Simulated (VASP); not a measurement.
Set up this calculation in VASP 6.6.1, as the native input.

```yaml
Task: single point
Functional: PBE
Potentials_or_basis: VASP PAW PBE potentials, release 64 (Ca_sv, S)
Cutoff: 520 eV
k_mesh: 10 × 10 × 14
Occupations: gaussian, width 0.1 eV
Spin: no spin polarisation
Dipole_correction: no
Further_INCAR_settings: ALGO = Normal; EDIFF = 1e-06; NBANDS = 22
```

The structure of CaS3 lies in POSCAR:

```
CaS3
1.0
    4.6057849794      0.0000000000      0.0000000000
    0.0000000000      4.6057849794      0.0000000000
    0.0000000000      0.0000000000      3.5490412373
Ca S
1 3
Direct
    0.0000000000      0.0000000000      0.0000000000
    0.5000000000      0.5000000000      0.0000000000
    0.0000000000      0.5000000000      0.5000000000
    0.5000000000      0.0000000000      0.5000000000
```

These files were run (other wordings do the same):

INCAR

```
PREC     = Accurate       # precision mode
ENCUT    = 520            # plane-wave cutoff, eV
EDIFF    = 1E-6           # SCF threshold, eV
ISMEAR   = 0              # smearing method
SIGMA    = 0.1            # smearing width, eV
LREAL    = F              # projectors in reciprocal space
LASPH    = T              # aspherical terms in the spheres
NELM     = 100            # most SCF steps
ALGO     = Normal         # electronic algorithm
ISIF     = 2              # what is computed and relaxed
LWAVE    = F              # write WAVECAR
LCHARG   = F              # write CHGCAR
GGA      = PE             # functional
NBANDS   = 22             # bands
```

KPOINTS

```
Automatic mesh
0
Gamma
  10 10 14
```

Potentials or basis: VASP PAW PBE potentials, release 64 (Ca_sv, S).

Command:

```bash
$ cat potpaw_PBE.64/Ca_sv/POTCAR potpaw_PBE.64/S/POTCAR > POTCAR
$ mpirun -np 1 vasp_std > vasp.out
```

Results of the run:

The pressure is 0.1 GPa and the band gap on the k mesh is zero (bands 14 and 15 overlap by 2.21 eV).

It took 94 s on 1 thread of Intel(R) Xeon(R) Platinum 8559C (Emerald Rapids), with other jobs on the host, peak memory 0.36 GiB.
